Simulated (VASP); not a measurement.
Write the native input for VASP 6.6.1 that does the following.

- Task: single point
- Functional: PBE
- Potentials or basis: VASP PAW PBE potentials, release 64 (Zr_sv)
- Cutoff: 520 eV
- k mesh: 16 × 16 × 10
- Occupations: gaussian, width 0.05 eV
- Spin: no spin polarisation
- Dipole correction: no
- Further INCAR settings: ALGO = Fast; EDIFF = 1e-07; NBANDS = 19

The structure of Zr lies in POSCAR:

```
Zr
1.0
    3.2103436958      0.0000000000      0.0000000000
   -1.6051718479      2.7802391955      0.0000000000
    0.0000000000      0.0000000000      5.1368677804
Zr
2
Direct
    0.3333333333      0.6666666667      0.2500000000
    0.6666666667      0.3333333333      0.7500000000
```

This cell differs from its parent crystal: volume scaled by 0.980.

These files were run (other wordings do the same):

INCAR

```
PREC = Accurate
ENCUT = 520
EDIFF = 1E-7
ISMEAR = 0
SIGMA = 0.05
LREAL = False
LASPH = True
NELM = 100
ALGO = Fast
ISIF = 2
LWAVE = False
LCHARG = False
GGA = PE
NBANDS = 19
```

KPOINTS

```
Automatic mesh
0
Gamma
  16 16 10
```

Potentials or basis: VASP PAW PBE potentials, release 64 (Zr_sv).

Run with:

```sh
$ cat potpaw_PBE.64/Zr_sv/POTCAR > POTCAR
$ mpirun -np 1 vasp_std > vasp.out
```

Results of the run:

```json
{
  "Pressure": "2.0 GPa",
  "Band gap on the k mesh": "zero (band 12 reaches 10.13 eV, above the bottom of band 13 at 8.89 eV)"
}
```

Wall time 90 s on 1 thread of Intel(R) Xeon(R) 6975P-C (Granite Rapids) (shared host), peak memory 0.25 GiB.
